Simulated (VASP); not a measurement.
Set up this calculation in VASP 6.6.1, as the native input.

| Property | Result |
| --- | --- |
| Task | single point |
| Functional | LDA |
| Potentials or basis | VASP PAW LDA potentials, release 64 (B) |
| Cutoff | 520 eV |
| k mesh | 9 × 9 × 9 |
| Occupations | gaussian, width 0.02 eV |
| Spin | no spin polarisation |
| Dipole correction | no |
| k mesh for the DOS | 14 × 14 × 14 |
| Occupations for the DOS | tetrahedron |
| Further INCAR settings | ALGO = Normal; EDIFF = 1e-07 |

The system is B.

```xyz
12
Lattice="2.4204 1.3974 4.1314 -2.4204 1.3974 4.1314 0.0000 -2.7949 4.1314" Properties=species:S:1:pos:R:3 pbc="T T T"
B    -1.5584    0.8997    2.7897
B     0.0000   -1.7994    2.7897
B     1.5584    0.8997    2.7897
B     1.5584   -0.8997    9.6045
B    -1.5584   -0.8997    9.6045
B     0.0000    1.7994    9.6045
B    -0.9887    0.5709    4.4328
B     0.0000   -1.1417    4.4328
B     0.9887    0.5709    4.4328
B     0.9887   -0.5709    7.9614
B    -0.9887   -0.5709    7.9614
B     0.0000    1.1417    7.9614
```

These files were run (other wordings do the same):

POSCAR

```
B
1.0
    2.4204434889      1.3974436999      4.1313903557
   -2.4204434889      1.3974436999      4.1313903557
    0.0000000000     -2.7948873998      4.1313903557
B
12
Direct
    0.0104700914      0.6543055182      0.0104700914
    0.0104700914      0.0104700914      0.6543055182
    0.6543055182      0.0104700914      0.0104700914
    0.9895299086      0.3456944818      0.9895299086
    0.3456944818      0.9895299086      0.9895299086
    0.9895299086      0.9895299086      0.3456944818
    0.2214828458      0.6299787638      0.2214828458
    0.2214828458      0.2214828458      0.6299787638
    0.6299787638      0.2214828458      0.2214828458
    0.7785171542      0.3700212362      0.7785171542
    0.3700212362      0.7785171542      0.7785171542
    0.7785171542      0.7785171542      0.3700212362
```

INCAR.step1

```
PREC     = Accurate       # precision mode
ENCUT    = 520            # plane-wave cutoff, eV
EDIFF    = 1E-7           # SCF threshold, eV
ISMEAR   = 0              # smearing method
SIGMA    = 0.02           # smearing width, eV
LREAL    = F              # projectors in reciprocal space
LASPH    = T              # aspherical terms in the spheres
NELM     = 100            # most SCF steps
ALGO     = Normal         # electronic algorithm
ISIF     = 2              # what is computed and relaxed
LWAVE    = F              # write WAVECAR
LCHARG   = T              # write CHGCAR
GGA      = CA             # functional
NBANDS   = 30             # bands
```

KPOINTS.step1

```
Automatic mesh
0
Gamma
  9 9 9
```

INCAR.step2

```
PREC     = Accurate       # precision mode
ENCUT    = 520            # plane-wave cutoff, eV
EDIFF    = 1E-7           # SCF threshold, eV
ISMEAR   = -5             # smearing method
SIGMA    = 0.02           # smearing width, eV
LREAL    = F              # projectors in reciprocal space
LASPH    = T              # aspherical terms in the spheres
NELM     = 100            # most SCF steps
ALGO     = Normal         # electronic algorithm
ISIF     = 2              # what is computed and relaxed
LWAVE    = F              # write WAVECAR
LCHARG   = F              # write CHGCAR
GGA      = CA             # functional
LORBIT   = 11             # projections on sites
NEDOS    = 2001           # points of the DOS
ICHARG   = 11             # starting density
```

KPOINTS.step2

```
Automatic mesh
0
Gamma
  14 14 14
```

Potentials or basis: VASP PAW LDA potentials, release 64 (B).

Launch:

```bash
$ cat potpaw_LDA.64/B/POTCAR > POTCAR
$ cp INCAR.step1 INCAR
$ cp KPOINTS.step1 KPOINTS
$ mpirun -np 1 vasp_std > vasp.out
$ cp INCAR.step2 INCAR
$ cp KPOINTS.step2 KPOINTS
$ mpirun -np 1 vasp_std > vasp.out
```

Results of the run:

```
Valence electrons inside the program's atomic spheres : B 2.16, 2.00 (each value once)
```

It took 4.3 min on 1 thread of Intel(R) Xeon(R) 6975P-C (Granite Rapids) (shared host), peak memory 0.48 GiB.
